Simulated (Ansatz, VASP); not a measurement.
CoO in VASP and in Ansatz

Contents of INCAR:

```
SYSTEM = CoO
PREC = Accurate
ENCUT = 700
EDIFF = 1E-6
ISMEAR = 0
SIGMA = 0.02
LREAL = .FALSE.
LASPH = .TRUE.
NELM = 200
ALGO = Normal
ISIF = 2
LWAVE = .FALSE.
LCHARG = .TRUE.
LMAXMIX = 4
LDAU = .TRUE.
LDAUTYPE = 2
LDAUL = 2 -1
LDAUU = 3.32 0
LDAUJ = 0 0
LDAUPRINT = 1
GGA = PE
LELF = .TRUE.
LVHAR = .TRUE.
NBANDS = 18
GGA_COMPAT = .FALSE.
```

The input KPOINTS:

```
Automatic mesh
0
G
  10 10 10
  0 0 0
```

The input POSCAR:

```
CoO
1.0
    2.6612513074      0.0000000000      0.0000000000
    0.0000000000      2.6612513074      0.0000000000
    0.0000000000      0.0000000000      2.6612513074
Co O
1 1
Direct
    0.0000000000      0.0000000000      0.0000000000
    0.5000000000      0.5000000000      0.5000000000
```

Input for Ansatz:

```yaml
crystal:
  lattice:
    - [2.6612513074, 0.0, 0.0]
    - [0.0, 2.6612513074, 0.0]
    - [0.0, 0.0, 2.6612513074]
  atoms:
    - { symbol: Co, position: [0.0, 0.0, 0.0] }
    - { symbol: O, position: [0.5, 0.5, 0.5] }
basis:
  ecutwfc: 420
kpoints:
  mp_grid: { grid: [10, 10, 10] }
hamiltonian:
  xc: pbe
  hubbard: { sites: [{ species: Co, l: d, u_eff: 3.32 }] }
scf:
  occupations: { method: gaussian, width: 0.02 }
output:
  forces: true
  stress: true
  eigenvalues: true
```

Alike in both runs: task single point; functional PBE; k mesh 10 × 10 × 10; occupations gaussian, width 0.02 eV; no spin polarisation; Hubbard terms Co d U = 3.32 eV.

|  | VASP | Ansatz |
| --- | --- | --- |
| version | VASP 6.6.1 | Ansatz 0.2.0 |
| potentials or method | VASP PAW PBE potentials, release 64 (Co_sv, O), cutoff 700 eV | scalar-relativistic, plane waves, PAW |
| valence electrons in the cell | 23 | 23 |

|  | VASP | Ansatz | Ansatz less VASP |
| --- | --- | --- | --- |
| gap on the k mesh at the Fermi level (eV) | none | none | - |
| pressure (GPa) | -20.5 | -19.1 | +1.41 |

The programs project onto different local orbitals, so the same U acts differently, and such runs can settle in different states. A gap of «none» marks a metal or a gap that the smearing closes. Ansatz's warnings: filled band counts differ across k points.
